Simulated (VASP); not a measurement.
# Cu (I4/mmm) in VASP: further runs, part 2 of 2

VASP 6.6.1. Earlier steps stand in the parts before.

### 5 Single point, PBEsol (strain -0.025 along x and y, +0.000 along z)

Contents of INCAR:

```
PREC = Accurate
ENCUT = 520
EDIFF = 1E-6
ISMEAR = 0
SIGMA = 0.15
LREAL = F
LASPH = T
NELM = 80
ALGO = Normal
ISIF = 2
LWAVE = F
LCHARG = F
GGA = PS
NBANDS = 12
```

Contents of KPOINTS:

```
Automatic mesh
0
Gamma
  24 24 24
```

Contents of POSCAR:

```
Cu
1.0
   -1.4067234870      1.4067234870      1.3760814500
    1.4067234870     -1.4067234870      1.3760814500
    1.4067234870      1.4067234870     -1.3760814500
Cu
1
Direct
    0.0000000000      0.0000000000      0.0000000000
```

Potentials or basis: VASP PAW PBE potentials, release 64 (Cu).

On the command line:

```console
$ cat potpaw_PBE.64/Cu/POTCAR > POTCAR
$ mpirun -np 1 vasp_std > vasp.out
```

OUTCAR:

```text
PREC = Accurate
   ENCUT = 520
   EDIFF = 1E-6
   ISMEAR = 0
   LREAL = F
   LASPH = T
   NELM = 80
   ISIF = 2
   GGA = PS

 ion  position               nearest neighbor table
   1  0.000  0.000  0.000-

  LATTYP: Found a body centered tetragonal cell.
 ALAT       =     2.8134469740
 C/A-ratio  =     0.9782174413

  Lattice vectors:

 A1 = (  -1.4067234870,   1.4067234870,   1.3760814500)
 A2 = (   1.4067234870,  -1.4067234870,   1.3760814500)
 A3 = (   1.4067234870,   1.4067234870,  -1.3760814500)

Analysis of symmetry for initial positions (statically):
=====================================================================
 Subroutine PRICEL returns:
 Original cell was already a primitive cell.

 Routine SETGRP: Setting up the symmetry group for a
 body centered tetragonal supercell.

 Subroutine GETGRP returns: Found 16 space group operations
 (whereof 16 operations were pure point group operations)
 out of a pool of 16 trial point group operations.

The static configuration has the point symmetry D_4h.

Analysis of symmetry for dynamics (positions and initial velocities):
=====================================================================
[... 162 lines left out ...]
 Fermi energy:         8.4496621049

 k-point     1 :       0.0000    0.0000    0.0000
  band No.  band energies     occupation
      1      -1.5755      2.00000
      2       5.0053      2.00000
      3       5.1025      2.00000
      4       5.1025      2.00000
      5       6.1653      2.00000
      6       6.2677      2.00000
      7      34.0794      0.00000
      8      34.0794      0.00000
      9      34.6262      0.00000
     10      38.4319      0.00000
     11      38.6297      0.00000
     12      38.6297      0.00000
[... 331 lines left out ...]
 k-point    24 :       0.4583    0.0417    0.0000
  band No.  band energies     occupation
      1       2.9455      2.00000
      2       4.2289      2.00000
      3       6.1703      2.00000
      4       6.3104      2.00000
      5       6.8435      2.00000
      6       7.9034      2.00000
      7      13.4575      0.00000
      8      25.8066      0.00000
      9      26.6095      0.00000
     10      31.1039      0.00000
     11      34.3915      0.00000
     12      43.1794      0.00000

 [... further k-points ...]
[... 5 lines left out ...]
  --------------------------------------------------------------------------------------
  -------------------------------------------------------------------------------------
  Total        0.5710201      0.5710201      0.5716985      0.0000000     -0.0000000      0.0000000
  in kB       83.9924724     83.9924724     84.0922659      0.0000000     -0.0000000      0.0000000
  external PRESSURE =      84.0257369 kB  Pullay stress =       0.0000000 kB

 VOLUME and BASIS-vectors are now :
 -----------------------------------------------------------------------------
  energy-cutoff  :      520.00
  volume of cell :       10.89
      direct lattice vectors                 reciprocal lattice vectors
    -1.406723487  1.406723487  1.376081450     0.000000000  0.355435880  0.363350585
     1.406723487 -1.406723487  1.376081450     0.355435880  0.000000000  0.363350585
     1.406723487  1.406723487 -1.376081450     0.355435880  0.355435880  0.000000000

 POSITION                                       TOTAL-FORCE (eV/Angst)
 -----------------------------------------------------------------------------------
      0.00000      0.00000      0.00000         0.000000      0.000000      0.000000
 -----------------------------------------------------------------------------------
    total drift:                                0.000000     -0.000000      0.000000

  FREE ENERGIE OF THE ION-ELECTRON SYSTEM (eV)
  ---------------------------------------------------
  free  energy   TOTEN  =        -4.2584789834 eV

  energy  without entropy=       -4.2543185069  energy(sigma->0) =       -4.25639875
```

Run time: 2.7 min. Hardware: 1 thread of AMD EPYC 7R13, shared host; peak memory 0.21 GiB.

Results:

* Free energy: -4.2585 eV
* Pressure: 8.4 GPa

Caveat: the cell differs from its parent crystal (strain -0.025 along x and y, +0.000 along z); the PAW data sets were made with another functional, which shifts forces and pressure a little.

### 6 Single point, PBEsol (strain +0.000 along x and y, -0.025 along z)

Contents of INCAR:

```
SYSTEM = Cu
PREC = Accurate
ENCUT = 520
EDIFF = 1E-6
ISMEAR = 0
SIGMA = 0.15
LREAL = .False.
LASPH = .True.
NELM = 60
ALGO = Fast
ISIF = 2
LWAVE = .False.
LCHARG = .False.
GGA = PS
NBANDS = 12
```

Contents of KPOINTS:

```
regular mesh
0
Gamma
  24 24 24
  0 0 0
```

Contents of POSCAR:

```
Cu
1.0
   -1.4427933200      1.4427933200      1.3416794138
    1.4427933200     -1.4427933200      1.3416794138
    1.4427933200      1.4427933200     -1.3416794138
Cu
1
Direct
    0.0000000000      0.0000000000      0.0000000000
```

Potentials or basis: VASP PAW PBE potentials, release 64 (Cu).

On the command line:

```console
$ cat potpaw_PBE.64/Cu/POTCAR > POTCAR
$ mpirun -np 1 vasp_std > vasp.out
```

OUTCAR:

```text
SYSTEM = Cu
   PREC = Accurate
   ENCUT = 520
   EDIFF = 1E-6
   ISMEAR = 0
   LREAL = .False.
   LASPH = .True.
   NELM = 60
   ISIF = 2
   GGA = PS

 ion  position               nearest neighbor table
   1  0.000  0.000  0.000-

  LATTYP: Found a body centered tetragonal cell.
 ALAT       =     2.8855866400
 C/A-ratio  =     0.9299179551

  Lattice vectors:

 A1 = (  -1.4427933200,   1.4427933200,   1.3416794138)
 A2 = (   1.4427933200,  -1.4427933200,   1.3416794138)
 A3 = (   1.4427933200,   1.4427933200,  -1.3416794138)

Analysis of symmetry for initial positions (statically):
=====================================================================
 Subroutine PRICEL returns:
 Original cell was already a primitive cell.

 Routine SETGRP: Setting up the symmetry group for a
 body centered tetragonal supercell.

 Subroutine GETGRP returns: Found 16 space group operations
 (whereof 16 operations were pure point group operations)
 out of a pool of 16 trial point group operations.

The static configuration has the point symmetry D_4h.

Analysis of symmetry for dynamics (positions and initial velocities):
=====================================================================
 Subroutine PRICEL returns:
 Original cell was already a primitive cell.

 Routine SETGRP: Setting up the symmetry group for a
 body centered tetragonal supercell.

 Subroutine GETGRP returns: Found 16 space group operations
 (whereof 16 operations were pure point group operations)
 out of a pool of 16 trial point group operations.

The dynamic configuration has the point symmetry D_4h.

 Subroutine INISYM returns: Found 16 space group operations
 (whereof 16 operations are pure point group operations),
 and found     1 'primitive' translations

----------------------------------------------------------------------------------------

                                     Primitive cell

[... 110 lines left out ...]
  Fermi-wavevector in a.u.,A,eV,Ry     =   1.628671  3.077742 36.090401  2.652570
  Thomas-Fermi vector in A             =   2.721263
   LORBIT       =      0    0 simple, 1 ext, 2 COOP (PROOUT), +10 PAW based schemes
   GGA     = PS    functional components
   LHFCALC =     F    Hartree Fock is set to
   AEXX    =    0.0000 exact exchange contribution
   IVDW    =     0    specifies the selected vdW correction
   LEPSILON=     F    determine dielectric tensor
   LRPA    =     F    only Hartree local field effects (RPA)
 non-spin polarized calculation
 RMM-DIIS sequential band-by-band and
 Gauss-broadening in eV      SIGMA  =   0.15
  energy-cutoff  :      520.00
  volume of cell :       11.17
 maximum number of plane-waves:       314
   NGX =  9   NGY =  9   NGZ =  9

 number of electron      11.0000012 magnetization

 Free energy of the ion-electron system (eV)
  ---------------------------------------------------
  ext. energy  EPLUGINS =         0.00000000
  ---------------------------------------------------
  free energy    TOTEN  =        -4.26885163 eV

  energy without entropy =       -4.26455466  energy(sigma->0) =       -4.26670315

 E-fermi :   8.1106     XC(G=0): -13.2365

 val. band max:        8.0959410526   @ k =  -0.2500  -0.2917   0.1250
 cond. band min:       8.1121957593   @ k =  -0.1250  -0.4167   0.1250
 fundamental gap:      0.0162547068
 Fermi energy:         8.1106494274

 k-point     1 :       0.0000    0.0000    0.0000
  band No.  band energies     occupation
      1      -1.7087      2.00000
      2       4.6239      2.00000
      3       4.9434      2.00000
      4       4.9434      2.00000
      5       5.7313      2.00000
      6       6.0722      2.00000
      7      32.8644      0.00000
      8      32.8644      0.00000
      9      34.9253      0.00000
     10      37.1631      0.00000
     11      37.2565      0.00000
     12      37.5814      0.00000
[... 331 lines left out ...]
 k-point    24 :       0.4583    0.0417   -0.0000
  band No.  band energies     occupation
      1       2.7823      2.00000
      2       3.9357      2.00000
      3       5.8550      2.00000
      4       6.1509      2.00000
      5       6.5624      2.00000
      6       7.7393      1.99954
      7      13.1817      0.00000
      8      24.8488      0.00000
      9      25.5471      0.00000
     10      30.0438      0.00000
     11      33.1902      0.00000
     12      41.9263      0.00000

 [... further k-points ...]
[... 5 lines left out ...]
  --------------------------------------------------------------------------------------
  -------------------------------------------------------------------------------------
  Total        0.2639442      0.2639442      0.2957051      0.0000000     -0.0000000      0.0000000
  in kB       37.8534688     37.8534688     42.4084511      0.0000000     -0.0000000      0.0000000
  external PRESSURE =      39.3717962 kB  Pullay stress =       0.0000000 kB

 VOLUME and BASIS-vectors are now :
 -----------------------------------------------------------------------------
  energy-cutoff  :      520.00
  volume of cell :       11.17
      direct lattice vectors                 reciprocal lattice vectors
    -1.442793320  1.442793320  1.341679414     0.000000000  0.346549983  0.372667267
     1.442793320 -1.442793320  1.341679414     0.346549983  0.000000000  0.372667267
     1.442793320  1.442793320 -1.341679414     0.346549983  0.346549983  0.000000000

 POSITION                                       TOTAL-FORCE (eV/Angst)
 -----------------------------------------------------------------------------------
      0.00000      0.00000      0.00000         0.000000      0.000000     -0.000000
 -----------------------------------------------------------------------------------
    total drift:                                0.000000     -0.000000      0.000000

  FREE ENERGIE OF THE ION-ELECTRON SYSTEM (eV)
  ---------------------------------------------------
  free  energy   TOTEN  =        -4.2688516333 eV

  energy  without entropy=       -4.2645546585  energy(sigma->0) =       -4.26670315
```

Wall time 4.3 min (1 thread of AMD EPYC 7R13, shared host); peak memory 0.21 GiB.

Results:

```yaml
Free_energy: -4.2689 eV
Pressure: 3.9 GPa
```

Stress tensor (GPa, compression positive):
```
3.79 0.00 0.00
0.00 3.79 0.00
0.00 0.00 4.24
```

Caveat: the cell differs from its parent crystal (strain +0.000 along x and y, -0.025 along z); the PAW data sets were made with another functional, which shifts forces and pressure a little.

### 7 The runs side by side

```csv
cell,gap on the mesh (eV),pressure (GPa)
"a = 2.397 Å, angles 110.3, 110.3, 107.9°, 1 atom",none,14.3
"a = 2.400 Å, angles 108.2, 108.2, 112.0°, 1 atom",none,13.9
"a = 2.418 Å, angles 110.9, 110.9, 106.6°, 1 atom",none,9.1
"a = 2.419 Å, angles 108.9, 108.9, 110.7°, 1 atom",none,8.4
"a = 2.442 Å, angles 107.6, 107.6, 113.3°, 1 atom",none,3.9
```

Alike in all rows: task single point; level PBEsol; potentials or basis VASP PAW PBE potentials, release 64 (Cu); no spin polarisation; k mesh 24 × 24 × 24; cutoff (eV) 520; smearing gaussian 0.15 eV.

Caveats: the PAW data sets were made with another functional, which shifts forces and pressure a little.

Absolute energies hang on the potentials; compare differences alone.
